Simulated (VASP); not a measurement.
Wanted: the native input for a VASP 6.6.1 run.

```yaml
Task: single point
Functional: PBE
Potentials_or_basis: VASP PAW PBE potentials, release 64 (W_sv, S)
Cutoff: 520 eV
k_mesh: 7 × 7 × 4
Occupations: gaussian, width 0.05 eV
Spin: collinear spin, zero start
Starting_moments: "[0.0, 0.0, 0.0, 0.0, 0.0, 0.0] μB"
Hubbard_terms: W d U = 7.0 eV, J = 0.7 eV
Dipole_correction: no
LDAUTYPE: 1
Hund's_J: 0.7
Further_INCAR_settings: ALGO = Normal; EDIFF = 1e-07; NBANDS = 39
```

The structure of WS2 lies in POSCAR:

```
WS2
1.0
    1.5790001700      0.9116361700      6.1633291500
   -1.5790001700      0.9116361700      6.1633291500
    0.0000000000     -3.6465446800     12.3266583000
W S
2 4
Direct
    0.0000000000      0.0000000000      0.0000000000
    0.0000000000      0.0000000000      0.5000000000
    0.7503000000      0.7503000000      0.3751500000
    0.5810000000      0.5810000000      0.2905000000
    0.7503000000      0.7503000000      0.8751500000
    0.5810000000      0.5810000000      0.7905000000
```

These files were run (other wordings do the same):

INCAR

```
PREC = Accurate
ENCUT = 520
EDIFF = 1E-7
ISMEAR = 0
SIGMA = 0.05
LREAL = False
LASPH = True
NELM = 150
ALGO = Normal
ISIF = 2
LWAVE = False
LCHARG = False
ISPIN = 2
MAGMOM = 0 0 0 0 0 0
LORBIT = 11
LMAXMIX = 4
LDAU = True
LDAUTYPE = 1
LDAUL = 2 -1
LDAUU = 7 0
LDAUJ = 0.7 0
LDAUPRINT = 1
GGA = PE
NBANDS = 39
```

KPOINTS

```
regular mesh
0
Gamma
  7 7 4
```

Potentials or basis: VASP PAW PBE potentials, release 64 (W_sv, S).

The run is started by

```bash
$ cat potpaw_PBE.64/W_sv/POTCAR potpaw_PBE.64/S/POTCAR > POTCAR
$ mpirun -np 1 vasp_std > vasp.out
```

Results of the run:

* Pressure: 10.2 GPa
* Largest force: 1.155 eV/Å
* Band gap on the k mesh: 1.26 eV
* Net moment: 0.00 μB per cell
* Valence electrons inside the program's atomic spheres: W 11.90; S 3.76, 3.75 (each value once)

Caveat: the cell stands under pressure; spin-orbit coupling is left out, which moves the levels of the heavy elements; an odd mesh through Γ misses points on the zone boundary, where band edges can lie; forces of over 1 eV/Å act on the atoms, so gaps and moduli don't describe the material at rest.

Wall time 42 min on 1 thread of Oxide Virtual Turin-like Processor (shared host), peak memory 0.81 GiB.
